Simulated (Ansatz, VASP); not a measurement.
**TiC in VASP and in Ansatz**

The input INCAR:

```
SYSTEM = TiC
  PREC = Accurate
  ENCUT = 520
  EDIFF = 1E-6
  ISMEAR = 0
  SIGMA = 0.15
  LREAL = .False.
  LASPH = .True.
  NELM = 100
  ALGO = Normal
  ISIF = 2
  LWAVE = .False.
  LCHARG = .False.
  GGA = PE
  NBANDS = 15
```

File KPOINTS:

```
Automatic mesh
0
Gamma
  18 18 18
  0 0 0
```

Contents of POSCAR:

```
TiC
1.0
    0.0000000000      2.1640000000      2.1640000000
    2.1640000000      0.0000000000      2.1640000000
    2.1640000000      2.1640000000      0.0000000000
Ti C
1 1
Direct
    0.0000000000      0.0000000000      0.0000000000
    0.5173290203      0.4826709797      0.5173290203
```

Input for Ansatz:

```yaml
crystal:
  lattice:
    - [0.0, 2.164, 2.164]
    - [2.164, 0.0, 2.164]
    - [2.164, 2.164, 0.0]
  atoms:
    - { symbol: Ti, position: [0.0, 0.0, 0.0] }
    - { symbol: C, position: [0.5173290203, 0.4826709797, 0.5173290203] }
basis:
  ecutwfc: 420
kpoints:
  mp_grid: { grid: [18, 18, 18] }
hamiltonian:
  xc: pbe
scf:
  occupations: { method: gaussian, width: 0.15 }
output:
  forces: true
  stress: true
  eigenvalues: true
```

Change from the starting cell: all C atoms moved +0.075 Å, as atom 2 along Cartesian [0 1 0].

Alike in both runs: task single point; functional PBE; k mesh 18 × 18 × 18; occupations gaussian, width 0.15 eV; no spin polarisation.

|  | VASP | Ansatz |
| --- | --- | --- |
| version | VASP 6.6.1 | Ansatz 0.2.0 |
| potentials or method | VASP PAW PBE potentials, release 64 (Ti_sv, C), cutoff 520 eV | scalar-relativistic, plane waves, PAW |
| valence electrons in the cell | 16 | 16 |

```tsv
	VASP	Ansatz	Ansatz less VASP
gap on the k mesh at the Fermi level (eV)	none	none	-
pressure (GPa)	1.7	1.5	-0.19
traceless stress, the component that is largest in VASP (GPa)	1.03	1.02	-0.011
rms of the force components (eV/Å)	0.401	0.400	-0.0017
```

Atom by atom the forces differ by 0.002 eV/Å (rms over components). A gap of «none» marks a metal or a gap that the smearing closes. The functional is the same, so the differences come from potentials, cutoffs and numerics.
